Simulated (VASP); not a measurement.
# ZnSe (F-43m) in VASP: single point with PBE

Aim: the single point of ZnSe with PBE.

All numbers are computed with VASP 6.6.1; they aren't measurements. Logs are shortened: lines on timing, memory, paths and dates and some standing lists are left out, and cuts for length are marked.

## Step 1: The cell of the first run

It takes space group F-43m (No. 216, cubic). Conventional cell: a = 5.732 Å, b = 5.732 Å, c = 5.732 Å, α = 90.00°, β = 90.00°, γ = 90.00°. Zn (site symmetry -43m) has 4 Se at 2.48 Å within 3.3 Å. Within 3.3 Å of Se (site symmetry -43m) lie 4 Zn at 2.48 Å.

## Step 2: Single point, PBE

File INCAR:

```
SYSTEM = ZnSe
PREC = Accurate
ENCUT = 520
EDIFF = 1E-6
ISMEAR = 0
SIGMA = 0.02
LREAL = .False.
LASPH = .True.
NELM = 80
ALGO = Normal
ISIF = 2
LWAVE = .False.
LCHARG = .False.
GGA = PE
NBANDS = 16
```

File KPOINTS:

```
regular mesh
0
Gamma
  8 8 8
  0 0 0
```

File POSCAR:

```
ZnSe
1.0
    0.0000000000      2.8658805314      2.8658805314
    2.8658805314      0.0000000000      2.8658805314
    2.8658805314      2.8658805314      0.0000000000
Zn Se
1 1
Direct
    0.0000000000      0.0000000000      0.0000000000
    0.7500000000      0.7500000000      0.7500000000
```

Potentials or basis: VASP PAW PBE potentials, release 64 (Zn, Se).

The run is started by

```console
$ cat potpaw_PBE.64/Zn/POTCAR potpaw_PBE.64/Se/POTCAR > POTCAR
$ mpirun -np 1 vasp_std > vasp.out
```

OUTCAR:

```text
SYSTEM = ZnSe
   PREC = Accurate
   ENCUT = 520
   EDIFF = 1E-6
   ISMEAR = 0
   LREAL = .False.
   LASPH = .True.
   NELM = 80
   ISIF = 2
   GGA = PE

 ion  position               nearest neighbor table
   1  0.000  0.000  0.000-   2 2.48   2 2.48   2 2.48   2 2.48
   2  0.750  0.750  0.750-   1 2.48   1 2.48   1 2.48   1 2.48

  LATTYP: Found a face centered cubic cell.
 ALAT       =     5.7317610628

  Lattice vectors:

 A1 = (   0.0000000000,   2.8658805314,   2.8658805314)
 A2 = (   2.8658805314,   0.0000000000,   2.8658805314)
 A3 = (   2.8658805314,   2.8658805314,   0.0000000000)

Analysis of symmetry for initial positions (statically):
=====================================================================
 Subroutine PRICEL returns:
 Original cell was already a primitive cell.

 Routine SETGRP: Setting up the symmetry group for a
 face centered cubic supercell.

 Subroutine GETGRP returns: Found 24 space group operations
 (whereof 24 operations were pure point group operations)
 out of a pool of 48 trial point group operations.

The static configuration has the point symmetry T_d .

Analysis of symmetry for dynamics (positions and initial velocities):
=====================================================================
 Subroutine PRICEL returns:
 Original cell was already a primitive cell.

 Routine SETGRP: Setting up the symmetry group for a
 face centered cubic supercell.

 Subroutine GETGRP returns: Found 24 space group operations
 (whereof 24 operations were pure point group operations)
 out of a pool of 48 trial point group operations.

The dynamic configuration has the point symmetry T_d .

 Subroutine INISYM returns: Found 24 space group operations
 (whereof 24 operations are pure point group operations),
 and found     1 'primitive' translations

----------------------------------------------------------------------------------------

                                     Primitive cell

  volume of cell :      47.0765

  direct lattice vectors                    reciprocal lattice vectors
     0.000000000  2.865880531  2.865880531    -0.174466449  0.174466449  0.174466449
     2.865880531  0.000000000  2.865880531     0.174466449 -0.174466449  0.174466449
     2.865880531  2.865880531  0.000000000     0.174466449  0.174466449 -0.174466449

  length of vectors
     4.052967116  4.052967116  4.052967116     0.302184754  0.302184754  0.302184754

  position of ions in fractional coordinates (direct lattice)
     0.000000000  0.000000000  0.000000000
     0.750000000  0.750000000  0.750000000

  ion indices of the primitive-cell ions
   primitive index   ion index
                 1           1
                 2           2

----------------------------------------------------------------------------------------

 KPOINTS: regular mesh

Automatic generation of k-mesh.
 Grid dimensions read from file:
 generate k-points for:    8    8    8

 Generating k-lattice:

  Cartesian coordinates                     Fractional coordinates (reciprocal lattice)
    -0.021808306  0.021808306  0.021808306     0.125000000  0.000000000  0.000000000
     0.021808306 -0.021808306  0.021808306     0.000000000  0.125000000  0.000000000
     0.021808306  0.021808306 -0.021808306     0.000000000  0.000000000  0.125000000

  Length of vectors
     0.037773094  0.037773094  0.037773094

  Shift w.r.t. Gamma in fractional coordinates (k-lattice)
     0.000000000  0.000000000  0.000000000

 Subroutine IBZKPT returns following result:
 ===========================================

 Found     29 irreducible k-points:

 Following reciprocal coordinates:
            Coordinates               Weight
  0.000000  0.000000  0.000000      1.000000
  0.125000  0.000000  0.000000      8.000000
  0.250000  0.000000  0.000000      8.000000
  0.375000  0.000000  0.000000      8.000000
  0.500000  0.000000  0.000000      4.000000
  0.125000  0.125000  0.000000      6.000000
[... 16 lines left out ...]
  0.500000  0.250000  0.125000     48.000000
 -0.375000  0.250000  0.125000     24.000000
 [... further k-points ...]
   k-points           NKPTS =     29   k-points in BZ     NKDIM =     29   number of bands    NBANDS=     16
   number of dos      NEDOS =    301   number of ions     NIONS =      2
   total plane-waves  NPLWV =  27000
   dimension x,y,z NGX =    30 NGY =   30 NGZ =   30
   dimension x,y,z NGXF=    60 NGYF=   60 NGZF=   60
   ions per type =               1   1
   NGX,Y,Z   is equivalent  to a cutoff of  12.31, 12.31, 12.31 a.u.
   NGXF,Y,Z  is equivalent  to a cutoff of  24.61, 24.61, 24.61 a.u.
 SYSTEM =  ZnSe
   PREC   = accura    normal or accurate (medium, high low for compatibility)
   ISTART =      0    job   : 0-new  1-cont  2-samecut
   ICHARG =      2    charge: 1-file 2-atom 10-const
   ISPIN  =      1    spin polarized calculation?
   LNONCOLLINEAR =      F non collinear calculations
   LSORBIT =      F    spin-orbit coupling
   LASPH  =      T    aspherical Exc in radial PAW
   ENCUT  =  520.0 eV  38.22 Ry    6.18 a.u.   7.54  7.54  7.54*2*pi/ulx,y,z
   NELM   =     80;   NELMIN=  2; NELMDL= -5     # of ELM steps
   EDIFF  = 0.1E-05   stopping-criterion for ELM
   LREAL  =      F    real-space projection
   EDIFFG = 0.1E-04   stopping-criterion for IOM
   NSW    =      0    number of steps for IOM
   IBRION =     -1    ionic relax: 0-MD 1-quasi-New 2-CG
   NFREE  =      0    steps in history (QN), initial steepest desc. (CG)
   ISIF   =      2    stress and relaxation
   ISYM   =      2    0-nonsym 1-usesym 2-fastsym
   POTIM  = 0.5000    time-step for ionic-motion
   TEBEG  =    0.0;   TEEND  =   0.0 temperature during run
   PSTRESS=    0.0 pullay stress
   NELECT =      18.0000    total number of electrons
   NUPDOWN=      -1.0000    fix difference up-down
   EMIN   =  10.00;   EMAX   =-10.00  energy-range for DOS
   EFERMI =   0.00;   METHOD = LEGACY
   ISMEAR =     0;   SIGMA  =   0.02  broadening in eV -4-tet -1-fermi 0-gaus
   EFERMI_NEDOS =   21; number of points for ismear=-14 and -15
   IALGO  =     38    algorithm
   IMIX   =      4    mixing-type and parameters
     AMIX     =   0.40;   BMIX     =  1.00
     AMIX_MAG =   1.60;   BMIX_MAG =  1.00
  volume/ion in A,a.u.               =      23.54       158.84
  Fermi-wavevector in a.u.,A,eV,Ry     =   1.188222  2.245414 19.209678  1.411871
  Thomas-Fermi vector in A             =   2.324356
   LORBIT       =      0    0 simple, 1 ext, 2 COOP (PROOUT), +10 PAW based schemes
   GGA     = PE    functional components
   LHFCALC =     F    Hartree Fock is set to
   AEXX    =    0.0000 exact exchange contribution
   IVDW    =     0    specifies the selected vdW correction
   LEPSILON=     F    determine dielectric tensor
   LRPA    =     F    only Hartree local field effects (RPA)
 non-spin polarized calculation
 Gauss-broadening in eV      SIGMA  =   0.02
  energy-cutoff  :      520.00
  volume of cell :       47.08
 maximum number of plane-waves:      1287
   NGX = 15   NGY = 15   NGZ = 15

 number of electron      18.0000017 magnetization

 Free energy of the ion-electron system (eV)
  ---------------------------------------------------
  ext. energy  EPLUGINS =         0.00000000
  ---------------------------------------------------
  free energy    TOTEN  =        -6.03241763 eV

  energy without entropy =       -6.03241763  energy(sigma->0) =       -6.03241763

 E-fermi :   1.4157     XC(G=0):  -9.1683

 val. band max:        1.3294331445   @ k =   0.0000   0.0000   0.0000
 cond. band min:       2.4851390338   @ k =   0.0000   0.0000   0.0000
 fundamental gap:      1.1557058893
 Fermi energy:         1.4156597530

 k-point     1 :       0.0000    0.0000    0.0000
  band No.  band energies     occupation
      1     -11.7188      2.00000
      2      -5.0995      2.00000
      3      -5.0995      2.00000
      4      -5.0995      2.00000
      5      -4.7597      2.00000
      6      -4.7597      2.00000
[... 8 lines left out ...]
     15      12.7189      0.00000
     16      12.7189      0.00000

 k-point     2 :       0.1250    0.0000    0.0000
  band No.  band energies     occupation
      1     -11.6246      2.00000
      2      -5.0907      2.00000
      3      -5.0848      2.00000
      4      -5.0848      2.00000
      5      -4.7609      2.00000
      6      -4.7609      2.00000
[... 8 lines left out ...]
     15      11.9646      0.00000
     16      11.9864      0.00000

 k-point     3 :       0.2500    0.0000    0.0000
  band No.  band energies     occupation
      1     -11.3809      2.00000
      2      -5.0526      2.00000
      3      -5.0526      2.00000
      4      -5.0325      2.00000
      5      -4.7594      2.00000
      6      -4.7594      2.00000
[... 8 lines left out ...]
     15      11.7287      0.00000
     16      11.9871      0.00000

 k-point     4 :       0.3750    0.0000    0.0000
  band No.  band energies     occupation
      1     -11.1091      2.00000
      2      -5.0267      2.00000
      3      -5.0267      2.00000
      4      -4.8457      2.00000
      5      -4.7498      2.00000
      6      -4.7498      2.00000
[... 8 lines left out ...]
     15      12.7972      0.00000
     16      12.7972      0.00000
[... 324 lines left out ...]
 k-point    22 :       0.3750    0.2500    0.1250
  band No.  band energies     occupation
      1     -11.1909      2.00000
      2      -5.0520      2.00000
      3      -5.0043      2.00000
      4      -4.9750      2.00000
      5      -4.7718      2.00000
      6      -4.7369      2.00000
[... 8 lines left out ...]
     15      13.4764      0.00000
     16      14.5917      0.00000

 k-point    23 :       0.5000    0.2500    0.1250
  band No.  band energies     occupation
      1     -10.9644      2.00000
      2      -5.0081      2.00000
      3      -4.9816      2.00000
      4      -4.8529      2.00000
      5      -4.7477      2.00000
      6      -4.6960      2.00000
[... 8 lines left out ...]
     15      13.7689      0.00000
     16      14.8888      0.00000

 k-point    24 :      -0.3750    0.2500    0.1250
  band No.  band energies     occupation
      1     -10.8642      2.00000
      2      -5.0011      2.00000
      3      -4.9690      2.00000
      4      -4.7867      2.00000
      5      -4.7527      2.00000
      6      -4.5659      2.00000
[... 8 lines left out ...]
     15      13.9528      0.00000
     16      14.7439      0.00000

 [... further k-points ...]
[... 5 lines left out ...]
  --------------------------------------------------------------------------------------
  -------------------------------------------------------------------------------------
  Total        0.0714150      0.0714150      0.0714150      0.0000000      0.0000000     -0.0000000
  in kB        2.4305006      2.4305006      2.4305006      0.0000000      0.0000000     -0.0000000
  external PRESSURE =       2.4305006 kB  Pullay stress =       0.0000000 kB

 VOLUME and BASIS-vectors are now :
 -----------------------------------------------------------------------------
  energy-cutoff  :      520.00
  volume of cell :       47.08
      direct lattice vectors                 reciprocal lattice vectors
     0.000000000  2.865880531  2.865880531    -0.174466449  0.174466449  0.174466449
     2.865880531  0.000000000  2.865880531     0.174466449 -0.174466449  0.174466449
     2.865880531  2.865880531  0.000000000     0.174466449  0.174466449 -0.174466449

 POSITION                                       TOTAL-FORCE (eV/Angst)
 -----------------------------------------------------------------------------------
      0.00000      0.00000      0.00000         0.000000      0.000000      0.000000
      4.29882      4.29882      4.29882        -0.000000     -0.000000     -0.000000
 -----------------------------------------------------------------------------------
    total drift:                                0.000001      0.000001      0.000001

  FREE ENERGIE OF THE ION-ELECTRON SYSTEM (eV)
  ---------------------------------------------------
  free  energy   TOTEN  =        -6.0324176337 eV

  energy  without entropy=       -6.0324176337  energy(sigma->0) =       -6.03241763
```

Wall time 17 s (1 thread of AMD EPYC 7R13 (Zen 3), shared host); peak memory 0.15 GiB.

Results:

| Quantity | Value |
| --- | --- |
| Free energy | -6.0324 eV |
| Pressure | 0.2 GPa |
| Band gap on the k mesh | 1.16 eV, direct |

A hybrid or GW would open this gap; PBE tends to underestimate it.
